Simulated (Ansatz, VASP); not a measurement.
**C in VASP and in Ansatz**

```
C
1.0
     5.15060    0.00000    0.83114
     0.00000    2.46627    0.00000
    -1.29305    0.00000    3.02948
C
4
Direct
  0.91357 0.24979 0.21700
  0.08643 0.74979 0.28300
  0.08643 0.75021 0.78300
  0.91357 0.25021 0.71700
```

Alike in both runs: functional PBE; k mesh 6 × 8 × 6; occupations gaussian, width 0.1 eV; no spin polarisation.

Ansatz relaxed the structure, and its values are those at the end. VASP's run is a single point on that final structure, the one shown.

|  | VASP | Ansatz |
| --- | --- | --- |
| version | VASP 6.6.1 | Ansatz 0.2.0 |
| potentials or method | VASP PAW PBE potentials, release 64 (C_h), cutoff 910 eV | scalar-relativistic, plane waves, PAW |
| valence electrons in the cell | 16 | 16 |

|  | VASP | Ansatz | Ansatz less VASP |
| --- | --- | --- | --- |
| gap on the k mesh at the Fermi level (eV) | 0.31 | 0.31 | -0.004 |
| least direct gap on the mesh (eV) | 0.31 | 0.31 | -0.004 |
| rms of the force components (eV/Å) | 0.009 | 0.004 | -0.0045 |

Noted on VASP's run: the cutoff is short for stress, so the pressure is rough.
